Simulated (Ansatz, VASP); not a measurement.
**Two plane-wave programs on TlBr**

File POSCAR:

```
TlBr
1.0
    3.9461936984      0.0000000000      0.0000000000
    0.0000000000      3.9461936984      0.0000000000
    0.0000000000      0.0000000000      3.9461936984
Tl Br
1 1
Direct
    0.0000000000      0.0000000000      0.0000000000
    0.5000000000      0.5000000000      0.5000000000
```

The input INCAR.step1:

```
PREC = Accurate
ENCUT = 400
EDIFF = 1E-5
ISMEAR = 0
SIGMA = 0.01
LREAL = False
LASPH = True
NELM = 120
ALGO = Normal
ISIF = 2
LWAVE = True
LCHARG = False
GGA = PE
NBANDS = 17
GGA_COMPAT = False
```

Contents of INCAR.step2:

```
PREC = Accurate
ENCUT = 400
EDIFF = 1E-6
ISMEAR = 0
SIGMA = 0.01
LREAL = False
LASPH = True
NELM = 120
ALGO = Normal
ISIF = 2
LWAVE = False
LCHARG = False
GGA = PE
LHFCALC = True
HFSCREEN = 0.2079
PRECFOCK = Normal
ISTART = 1
NBANDS = 17
GGA_COMPAT = False
```

Contents of KPOINTS:

```
Automatic mesh
0
Gamma
  4 4 4
```

Input for Ansatz:

```yaml
crystal:
  lattice:
    - [3.9461936984, 0.0, 0.0]
    - [0.0, 3.9461936984, 0.0]
    - [0.0, 0.0, 3.9461936984]
  atoms:
    - { symbol: Tl, position: [0.0, 0.0, 0.0] }
    - { symbol: Br, position: [0.5, 0.5, 0.5] }
kpoints:
  mp_grid: { grid: [4, 4, 4] }
  band_path:
    path:
      - [0.0, 0.0, 0.0]
      - [0.0, 0.5, 0.0]
      - [0.5, 0.5, 0.0]
      - [0.5, 0.5, 0.5]
      - [0.0, 0.0, 0.5]
    npoints: 1
hamiltonian:
  xc: hse06
scf:
  occupations: { method: fixed }
  n_extra_bands: 4
output:
  forces: true
  stress: true
  eigenvalues: true
```

Alike in both runs: task single point; functional HSE06; k mesh 4 × 4 × 4; no spin polarisation.

|  | VASP | Ansatz |
| --- | --- | --- |
| version | VASP 6.6.1 | Ansatz 0.2.0 |
| potentials or method | VASP PAW PBE potentials, release 64 (Tl_d, Br) | plane waves, PAW |
| plane-wave cutoff (eV) | 400 | 420 |
| occupations | gaussian, width 0.01 eV | fixed |
| valence electrons in the cell | 20 | 20 |

VASP gave:

| Quantity | Value |
| --- | --- |
| gap on the k mesh at the Fermi level (eV) | 2.47 |
| pressure (GPa) | 1.6 |

Task: What did Ansatz give for the same quantities?

Result: gap on the k mesh at the Fermi level (eV): 2.46; pressure (GPa): 1.7.

Ansatz's warnings: stress exchange threshold loose, stress scf threshold loose.

Neither program's run includes spin-orbit coupling.
